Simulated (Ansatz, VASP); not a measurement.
HfC: VASP beside Ansatz

Contents of INCAR:

```
SYSTEM = HfC
PREC     = Accurate       ! precision mode
ENCUT    = 600            ! plane-wave cutoff, eV
EDIFF    = 1E-6           ! SCF threshold, eV
ISMEAR   = 0              ! smearing method
SIGMA    = 0.1            ! smearing width, eV
LREAL    = .FALSE.        ! projectors in reciprocal space
LASPH    = .TRUE.         ! aspherical terms in the spheres
NELM     = 120            ! most SCF steps
ALGO     = Normal         ! electronic algorithm
ISIF     = 2              ! what is computed and relaxed
LWAVE    = .FALSE.        ! write WAVECAR
LCHARG   = .FALSE.        ! write CHGCAR
NBANDS   = 14             ! bands
GGA_COMPAT= .FALSE.
```

The input KPOINTS:

```
Automatic mesh
0
G
  6 6 6
  0 0 0
```

File POSCAR:

```
HfC
1.0
    0.0000000000      2.3171388400      2.3171388400
    2.3171388400      0.0000000000      2.3171388400
    2.3171388400      2.3171388400      0.0000000000
Hf C
1 1
Direct
    0.0000000000      0.0000000000      0.0000000000
    0.5000000000      0.5000000000      0.5000000000
```

Input for Ansatz:

```yaml
crystal:
  lattice:
    - [0.0, 2.31713884, 2.31713884]
    - [2.31713884, 0.0, 2.31713884]
    - [2.31713884, 2.31713884, 0.0]
  atoms:
    - { symbol: Hf, position: [0.0, 0.0, 0.0] }
    - { symbol: C, position: [0.5, 0.5, 0.5] }
basis:
  ecutwfc: 420
kpoints:
  mp_grid: { grid: [6, 6, 6] }
hamiltonian:
  xc: lda
  pseudopotentials: { kind: paw, azcp: { folder: soft_1 } }
scf:
  occupations: { method: gaussian, width: 0.1 }
output:
  forces: true
  stress: true
  eigenvalues: true
```

Alike in both runs: task single point; functional LDA; k mesh 6 × 6 × 6; occupations gaussian, width 0.1 eV; no spin polarisation.

```csv
,VASP,Ansatz
version,VASP 6.6.1,Ansatz 0.2.0
potentials or method,"VASP PAW LDA potentials, release 64 (Hf_pv, C), cutoff 600 eV","scalar-relativistic, plane waves, PAW"
valence electrons in the cell,14,30
```

|  | VASP | Ansatz | Ansatz less VASP |
| --- | --- | --- | --- |
| gap on the k mesh at the Fermi level (eV) | none | none | - |
| pressure (GPa) | -9.4 | -9.6 | -0.22 |

Ansatz warns that its potentials were made for another functional, while VASP's fit it. LDA's correlation is that of Perdew and Zunger in VASP and of Perdew and Wang (1992) in Ansatz. A gap of «none» marks a metal or a gap that the smearing closes. VASP's potentials hold 14 valence electrons a cell and Ansatz's 30, so a difference there can come from the potentials and not from the codes.

The k mesh is coarse, so the values compare programs but aren't converged. Neither program's run includes spin-orbit coupling.
